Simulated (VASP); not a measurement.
Write the native input for VASP 6.6.1 that does the following.

```
Task                   : single point
Functional             : PBEsol
Potentials or basis    : VASP PAW PBE potentials, release 64 (Sn_d)
Cutoff                 : 520 eV
k mesh                 : 20 × 20 × 20
Occupations            : gaussian, width 0.1 eV
Spin                   : no spin polarisation
Dipole correction      : no
Further INCAR settings : ALGO = Fast; EDIFF = 1e-06; NBANDS = 13
```

The structure of Sn lies in POSCAR:

```
Sn
1.0
   -1.8673680349      1.8673680349      1.8673680349
    1.8673680349     -1.8673680349      1.8673680349
    1.8673680349      1.8673680349     -1.8673680349
Sn
1
Direct
    0.0000000000      0.0000000000      0.0000000000
```

These files were run (other wordings do the same):

INCAR

```
ALGO = Fast
EDIFF = 1E-6
ENCUT = 520
GGA = PS
ISIF = 2
ISMEAR = 0
LASPH = True
LCHARG = False
LREAL = False
LWAVE = False
NBANDS = 13
NELM = 80
PREC = Accurate
SIGMA = 0.1
```

KPOINTS

```
k-points
0
Gamma
  20 20 20
```

Potentials or basis: VASP PAW PBE potentials, release 64 (Sn_d).

Launch:

```console
$ cat potpaw_PBE.64/Sn_d/POTCAR > POTCAR
$ mpirun -np 1 vasp_std > vasp.out
```

It gave:

- Pressure: 0.0 GPa
- Band gap on the k mesh: zero (band 7 reaches 16.80 eV, above the bottom of band 8 at 5.86 eV)

Caveat: the PAW data sets were made with another functional, which shifts forces and pressure a little; spin-orbit coupling is left out, which moves the levels of the heavy elements.

Run time: 41 s on 1 thread of Intel(R) Xeon(R) 6975P-C (Granite Rapids), on a shared host, peak memory 0.2 GiB.
